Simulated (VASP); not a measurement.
A run of VASP 6.6.1 is set up as follows.

File INCAR:

```
PREC = Accurate
ENCUT = 520
EDIFF = 1E-6
ISMEAR = 0
SIGMA = 0.05
LREAL = F
LASPH = T
NELM = 150
ALGO = Normal
ISIF = 2
LWAVE = F
LCHARG = F
LMAXMIX = 4
LDAU = T
LDAUTYPE = 2
LDAUL = -1 2 -1
LDAUU = 0 4 0
LDAUJ = 0 0 0
LDAUPRINT = 1
GGA = PE
NBANDS = 28
```

KPOINTS

```
Automatic mesh
0
Gamma
  8 8 8
```

POSCAR

```
BaTiO3
1.0
    3.9954120776      0.0000000000      0.0000000000
    0.0000000000      3.9954120776      0.0000000000
    0.0000000000      0.0000000000      3.9954120776
Ba Ti O
1 1 3
Direct
    0.5000000000      0.5000000000      0.5000000000
    0.0000000000      0.0000000000      0.0000000000
    0.5000000000      0.0000000000      0.0000000000
    0.0000000000      0.5000000000      0.0000000000
    0.0000000000      0.0000000000      0.5000000000
```

Potentials or basis: VASP PAW PBE potentials, release 64 (Ba_sv, Ti_sv, O).

Run with:

```console
$ cat potpaw_PBE.64/Ba_sv/POTCAR potpaw_PBE.64/Ti_sv/POTCAR potpaw_PBE.64/O/POTCAR > POTCAR
$ mpirun -np 1 vasp_std > vasp.out
```

**Question.** Predict the band gap on the k mesh.

**Answer.** 2.23 eV (least direct gap 2.41 eV).

**Question.** Predict the pressure.

**Answer.** 8.1 GPa.

Eigenvalues of the final occupation matrices:
```
    site  spin  trace               eigenvalues
site 2 d     1   0.79  0.10 0.10 0.10 0.24 0.24
site 2 d     2   0.79  0.10 0.10 0.10 0.24 0.24
```

Caveat: the cell differs from its parent crystal (the cell strained); the cell stands under pressure; spin-orbit coupling is left out, which moves the levels of the heavy elements. A k mesh can miss the band edges.
